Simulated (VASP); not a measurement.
# Ta4F in VASP: a series of runs

The runs below take Ta4F through single point, with LDA.

Program: VASP 6.6.1. These are calculated values, not measurements. Logs are shortened: lines on timing, memory, paths and dates and some standing lists are left out, and cuts for length are marked.

## (1) The cell of the first run

The cell holds a slab with vacuum, 5 atoms: a = 3.253 Å, b = 3.253 Å, c = 20.214 Å, α = 90.00°, β = 90.00°, γ = 90.00°.

## (2) Single point, LDA

Input file INCAR:

```
SYSTEM = Ta4F
ALGO     = Normal         ! electronic algorithm
DIPOL    = 0.5 0.5 0.356
EDIFF    = 1E-6           ! SCF threshold, eV
ENCUT    = 520            ! plane-wave cutoff, eV
IDIPOL   = 3            
ISIF     = 2              ! what is computed and relaxed
ISMEAR   = 0              ! smearing method
LASPH    = .True.         ! aspherical terms in the spheres
LCHARG   = .False.        ! write CHGCAR
LDIPOL   = .True.       
LREAL    = .False.        ! projectors in reciprocal space
LWAVE    = .False.        ! write WAVECAR
NBANDS   = 34             ! bands
NELM     = 80             ! most SCF steps
PREC     = Accurate       ! precision mode
SIGMA    = 0.1            ! smearing width, eV
```

Input file KPOINTS:

```
k-points
0
Gamma
  8 8 1
  0 0 0
```

Input file POSCAR:

```
Ta4F
1.0
    3.2528679937      0.0000000000      0.0000000000
    0.0000000000      3.2528679937      0.0000000000
    0.0000000000      0.0000000000     20.2137485622
Ta F
4 1
Direct
    0.5000000000      0.5000000000      0.1978851170
    0.0000000000      0.0000000000      0.2783468875
    0.5000000000      0.5000000000      0.3580282239
    0.0000000000      0.0000000000      0.4310802885
    0.1250000000      0.2500000000      0.5132602294
```

Potentials or basis: VASP PAW LDA potentials, release 64 (Ta_pv, F).

Run with:

```
$ cat potpaw_LDA.64/Ta_pv/POTCAR potpaw_LDA.64/F/POTCAR > POTCAR
$ mpirun -np 1 vasp_std > vasp.out
```

OUTCAR:

```text
SYSTEM = Ta4F
   EDIFF = 1E-6
   ENCUT = 520
   ISIF = 2
   ISMEAR = 0
   LASPH = .True.
   LREAL = .False.
   NELM = 80
   PREC = Accurate

 ion  position               nearest neighbor table
   1  0.500  0.500  0.198-   2 2.82   2 2.82   2 2.82   2 2.82   3 3.24
   2  0.000  0.000  0.278-   3 2.81   3 2.81   3 2.81   3 2.81   1 2.82   1 2.82   1 2.82   1 2.82
                             4 3.09
   3  0.500  0.500  0.358-   4 2.73   4 2.73   4 2.73   4 2.73   2 2.81   2 2.81   2 2.81   2 2.81
                             1 3.24
   4  0.000  0.000  0.431-   5 1.89   3 2.73   3 2.73   3 2.73   3 2.73   2 3.09
   5  0.125  0.250  0.513-   4 1.89

  LATTYP: Found a simple tetragonal cell.
 ALAT       =     3.2528679937
 C/A-ratio  =     6.2141312225

  Lattice vectors:

 A1 = (   3.2528679937,   0.0000000000,   0.0000000000)
 A2 = (   0.0000000000,   3.2528679937,   0.0000000000)
 A3 = (   0.0000000000,   0.0000000000,  20.2137485622)

Analysis of symmetry for initial positions (statically):
=====================================================================
 Subroutine PRICEL returns:
 Original cell was already a primitive cell.

 Routine SETGRP: Setting up the symmetry group for a
 simple tetragonal supercell.

 Subroutine GETGRP returns: Found  1 space group operations
 (whereof  1 operations were pure point group operations)
 out of a pool of 16 trial point group operations.

The static configuration has the point symmetry C_1 .

Analysis of symmetry for dynamics (positions and initial velocities):
=====================================================================
 Subroutine PRICEL returns:
 Original cell was already a primitive cell.

 Routine SETGRP: Setting up the symmetry group for a
 simple tetragonal supercell.

 Subroutine GETGRP returns: Found  1 space group operations
 (whereof  1 operations were pure point group operations)
 out of a pool of 16 trial point group operations.

The dynamic configuration has the point symmetry C_1 .

 Subroutine INISYM returns: Found  1 space group operations
 (whereof  1 operations are pure point group operations),
 and found     1 'primitive' translations

----------------------------------------------------------------------------------------

                                     Primitive cell

  volume of cell :     213.8847

  direct lattice vectors                    reciprocal lattice vectors
     3.252867994  0.000000000  0.000000000     0.307421021  0.000000000  0.000000000
     0.000000000  3.252867994  0.000000000     0.000000000  0.307421021  0.000000000
     0.000000000  0.000000000 20.213748562     0.000000000  0.000000000  0.049471279

  length of vectors
     3.252867994  3.252867994 20.213748562     0.307421021  0.307421021  0.049471279

  position of ions in fractional coordinates (direct lattice)
     0.500000000  0.500000000  0.197885117
     0.000000000  0.000000000  0.278346887
     0.500000000  0.500000000  0.358028224
     0.000000000  0.000000000  0.431080288
     0.125000000  0.250000000  0.513260229

  ion indices of the primitive-cell ions
   primitive index   ion index
                 1           1
                 2           2
                 3           3
                 4           4
                 5           5

----------------------------------------------------------------------------------------

 KPOINTS: k-points

Automatic generation of k-mesh.
 Grid dimensions read from file:
 generate k-points for:    8    8    1

 Generating k-lattice:

  Cartesian coordinates                     Fractional coordinates (reciprocal lattice)
     0.038427628  0.000000000  0.000000000     0.125000000  0.000000000  0.000000000
     0.000000000  0.038427628  0.000000000     0.000000000  0.125000000  0.000000000
     0.000000000  0.000000000  0.049471279     0.000000000  0.000000000  1.000000000

  Length of vectors
     0.038427628  0.038427628  0.049471279

  Shift w.r.t. Gamma in fractional coordinates (k-lattice)
     0.000000000  0.000000000  0.000000000

 Subroutine IBZKPT returns following result:
 ===========================================

 Found     34 irreducible k-points:

 Following reciprocal coordinates:
            Coordinates               Weight
  0.000000  0.000000  0.000000      1.000000
  0.125000  0.000000  0.000000      2.000000
  0.000000  0.125000  0.000000      2.000000
  0.250000  0.000000  0.000000      2.000000
  0.000000  0.250000  0.000000      2.000000
  0.375000  0.000000  0.000000      2.000000
[... 16 lines left out ...]
 -0.250000  0.250000  0.000000      2.000000
  0.375000  0.250000  0.000000      2.000000
 [... further k-points ...]
   k-points           NKPTS =     34   k-points in BZ     NKDIM =     34   number of bands    NBANDS=     34
   number of dos      NEDOS =    301   number of ions     NIONS =      5
   total plane-waves  NPLWV =  86400
   dimension x,y,z NGX =    24 NGY =   24 NGZ =  150
   dimension x,y,z NGXF=    48 NGYF=   48 NGZF=  300
   ions per type =               4   1
   NGX,Y,Z   is equivalent  to a cutoff of  12.27, 12.27, 12.34 a.u.
   NGXF,Y,Z  is equivalent  to a cutoff of  24.53, 24.53, 24.67 a.u.
 SYSTEM =  Ta4F
   PREC   = accura    normal or accurate (medium, high low for compatibility)
   ISTART =      0    job   : 0-new  1-cont  2-samecut
   ICHARG =      2    charge: 1-file 2-atom 10-const
   ISPIN  =      1    spin polarized calculation?
   LNONCOLLINEAR =      F non collinear calculations
   LSORBIT =      F    spin-orbit coupling
   LASPH  =      T    aspherical Exc in radial PAW
   ENCUT  =  520.0 eV  38.22 Ry    6.18 a.u.   6.05  6.05 37.58*2*pi/ulx,y,z
   NELM   =     80;   NELMIN=  2; NELMDL= -5     # of ELM steps
   EDIFF  = 0.1E-05   stopping-criterion for ELM
   LREAL  =      F    real-space projection
   EDIFFG = 0.1E-04   stopping-criterion for IOM
   NSW    =      0    number of steps for IOM
   IBRION =     -1    ionic relax: 0-MD 1-quasi-New 2-CG
   NFREE  =      0    steps in history (QN), initial steepest desc. (CG)
   ISIF   =      2    stress and relaxation
   ISYM   =      2    0-nonsym 1-usesym 2-fastsym
   POTIM  = 0.5000    time-step for ionic-motion
   TEBEG  =    0.0;   TEEND  =   0.0 temperature during run
   PSTRESS=    0.0 pullay stress
   NELECT =      51.0000    total number of electrons
   NUPDOWN=      -1.0000    fix difference up-down
   EMIN   =  10.00;   EMAX   =-10.00  energy-range for DOS
   EFERMI =   0.00;   METHOD = LEGACY
   ISMEAR =     0;   SIGMA  =   0.10  broadening in eV -4-tet -1-fermi 0-gaus
   EFERMI_NEDOS =   21; number of points for ismear=-14 and -15
   IALGO  =     38    algorithm
   IMIX   =      4    mixing-type and parameters
     AMIX     =   0.40;   BMIX     =  1.00
     AMIX_MAG =   1.60;   BMIX_MAG =  1.00
  volume/ion in A,a.u.               =      42.78       288.67
  Fermi-wavevector in a.u.,A,eV,Ry     =   1.015169  1.918391 14.021728  1.030568
  Thomas-Fermi vector in A             =   2.148439
   LORBIT       =      0    0 simple, 1 ext, 2 COOP (PROOUT), +10 PAW based schemes
   GGA     = CA    functional components
   LHFCALC =     F    Hartree Fock is set to
   AEXX    =    0.0000 exact exchange contribution
   IVDW    =     0    specifies the selected vdW correction
   LEPSILON=     F    determine dielectric tensor
   LRPA    =     F    only Hartree local field effects (RPA)
 non-spin polarized calculation
 Gauss-broadening in eV      SIGMA  =   0.10
  energy-cutoff  :      520.00
  volume of cell :      213.88
 maximum number of plane-waves:      5812
   NGX = 13   NGY = 13   NGZ = 75

 dipolmoment           0.000000      0.000000     -0.568943 electrons x Angstroem

 number of electron      50.9999996 magnetization

 dipolmoment           0.000000      0.000000      0.125850 electrons x Angstroem

 Free energy of the ion-electron system (eV)
  ---------------------------------------------------
  ext. energy  EPLUGINS =         0.00000000
  ---------------------------------------------------
  free energy    TOTEN  =       -53.87550165 eV

  energy without entropy =      -53.85378544  energy(sigma->0) =      -53.86464355

 E-fermi :  -1.2105     XC(G=0):  -5.7104

 val. band max:       -1.2155654845   @ k =   0.3750   0.1250   0.0000
 cond. band min:      -1.2053944679   @ k =   0.0000   0.3750   0.0000
 fundamental gap:      0.0101710166
 Fermi energy:        -1.2105389812

 k-point     1 :       0.0000    0.0000    0.0000
  band No.  band energies     occupation
      1     -36.0995      2.00000
      2     -35.9031      2.00000
      3     -35.7351      2.00000
      4     -35.7278      2.00000
      5     -35.6454      2.00000
      6     -35.6233      2.00000
[... 26 lines left out ...]
     33       1.6144      0.00000
     34       2.4245      0.00000

 k-point     2 :       0.1250    0.0000    0.0000
  band No.  band energies     occupation
      1     -36.1085      2.00000
      2     -35.9077      2.00000
      3     -35.7731      2.00000
      4     -35.7203      2.00000
      5     -35.6814      2.00000
      6     -35.6236      2.00000
[... 26 lines left out ...]
     33       1.7708      0.00000
     34       2.0098      0.00000

 k-point     3 :       0.0000    0.1250    0.0000
  band No.  band energies     occupation
      1     -36.1109      2.00000
      2     -35.9078      2.00000
      3     -35.7745      2.00000
      4     -35.7189      2.00000
      5     -35.6871      2.00000
      6     -35.6147      2.00000
[... 26 lines left out ...]
     33       1.7587      0.00000
     34       2.1103      0.00000
[... 704 lines left out ...]
 k-point    23 :      -0.2500    0.2500    0.0000
  band No.  band energies     occupation
      1     -36.1269      2.00000
      2     -35.9208      2.00000
      3     -35.8704      2.00000
      4     -35.8206      2.00000
      5     -35.7803      2.00000
      6     -35.7169      2.00000
[... 26 lines left out ...]
     33       2.4728      0.00000
     34       2.7352      0.00000

 k-point    24 :       0.3750    0.2500    0.0000
  band No.  band energies     occupation
      1     -36.1230      2.00000
      2     -35.9518      2.00000
      3     -35.9252      2.00000
      4     -35.8666      2.00000
      5     -35.8012      2.00000
      6     -35.7333      2.00000
[... 26 lines left out ...]
     33       2.5994      0.00000
     34       2.9757      0.00000

 [... further k-points ...]

------------------------ aborting loop because EDIFF is reached ----------------------------------------

 vacuum level on the upper side and lower side of the slab       (xc-potential included)         0.861        -1.253

  FORCE on cell =-STRESS in cart. coord.  units (eV):
  Direction    XX          YY          ZZ          XY          YZ          ZX
  --------------------------------------------------------------------------------------
  -------------------------------------------------------------------------------------
  Total       -2.8730756     -3.5791415      1.9167398      0.2236167      0.2659964     -0.1636279
  in kB      -21.5217653    -26.8107961     14.3580017      1.6750785      1.9925378     -1.2257114
  external PRESSURE =     -11.3248533 kB  Pullay stress =       0.0000000 kB

 VOLUME and BASIS-vectors are now :
 -----------------------------------------------------------------------------
  energy-cutoff  :      520.00
  volume of cell :      213.88
      direct lattice vectors                 reciprocal lattice vectors
     3.252867994  0.000000000  0.000000000     0.307421021  0.000000000  0.000000000
     0.000000000  3.252867994  0.000000000     0.000000000  0.307421021  0.000000000
     0.000000000  0.000000000 20.213748562     0.000000000  0.000000000  0.049471279

 POSITION                                       TOTAL-FORCE (eV/Angst)
 -----------------------------------------------------------------------------------
      1.62643      1.62643      4.00000         0.007780      0.002473      0.748287
      0.00000      0.00000      5.62643         0.027294      0.051230     -1.002086
      1.62643      1.62643      7.23709        -0.141394     -0.361700     -1.405426
      0.00000      0.00000      8.71375         0.257594      0.366820      1.460033
      0.40661      0.81322     10.37491        -0.151273     -0.058825      0.199192
 -----------------------------------------------------------------------------------
    total drift:                                0.000020      0.000022      0.000058

  FREE ENERGIE OF THE ION-ELECTRON SYSTEM (eV)
  ---------------------------------------------------
  free  energy   TOTEN  =       -53.8755016494 eV

  energy  without entropy=      -53.8537854414  energy(sigma->0) =      -53.86464355

 vacuum level on the upper side and lower side of the slab         5.087         2.903
```

Wall time 7.8 min (1 thread of Intel Xeon 8259CL, shared host); peak memory 0.35 GiB.

What came out:

| Item | Value |
| --- | --- |
| Free energy | -53.8755 eV |
| Largest force | 1.527 eV/Å |
| Band gap on the k mesh | zero (an odd number of electrons rules out a gap without spin polarisation) |

Forces in eV/Å, atoms in the order of the input:
```
Ta   0.008  0.002  0.748
Ta   0.027  0.051 -1.002
Ta  -0.141 -0.362 -1.405
Ta   0.258  0.367  1.460
F   -0.151 -0.059  0.199
```

Caveat: spin-orbit coupling is left out, which moves the levels of the heavy elements; an odd number of electrons without spin polarisation forces a metal; a magnetic or distorted state may lie lower.

[end of part 1 of 2]
